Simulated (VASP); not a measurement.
Wanted: the native input for a VASP 6.6.1 run.

```yaml
Task: single point
Functional: LDA
Potentials_or_basis: VASP PAW LDA potentials, release 64 (Br)
Cutoff: 520 eV
k_mesh: 7 × 7 × 3
Occupations: fermi-dirac, width 0.05 eV
Spin: no spin polarisation
Dipole_correction: no
Further_INCAR_settings: ALGO = Normal; EDIFF = 1e-06; NBANDS = 22
```

The structure of Br lies in POSCAR:

```
Br
1.0
    3.3632500000     -2.3225500000      0.0000000000
    3.3632500000      2.3225500000      0.0000000000
    0.0000000000      0.0000000000      8.7023000000
Br
4
Direct
    0.3651000000      0.6349000000      0.3901000000
    0.1349000000      0.8651000000      0.8901000000
    0.6349000000      0.3651000000      0.6099000000
    0.8651000000      0.1349000000      0.1099000000
```

The input as run:

INCAR

```
SYSTEM = Br
PREC = Accurate
ENCUT = 520
EDIFF = 1E-6
ISMEAR = -1
SIGMA = 0.05
LREAL = .FALSE.
LASPH = .TRUE.
NELM = 80
ALGO = Normal
ISIF = 2
LWAVE = .FALSE.
LCHARG = .FALSE.
NBANDS = 22
```

KPOINTS

```
Automatic mesh
0
G
  7 7 3
  0 0 0
```

Potentials or basis: VASP PAW LDA potentials, release 64 (Br).

Launch:

```sh
$ cat potpaw_LDA.64/Br/POTCAR > POTCAR
$ mpirun -np 1 vasp_std > vasp.out
```

Results of the run:

| Item | Value |
| --- | --- |
| Pressure | -1.2 GPa |
| Largest force | 0.728 eV/Å |
| Band gap on the k mesh | 1.75 eV, indirect (least direct gap 1.77 eV) |

Run time: 57 s on 1 thread of Intel(R) Xeon(R) 6975P-C (Granite Rapids), on a shared host, peak memory 0.22 GiB.
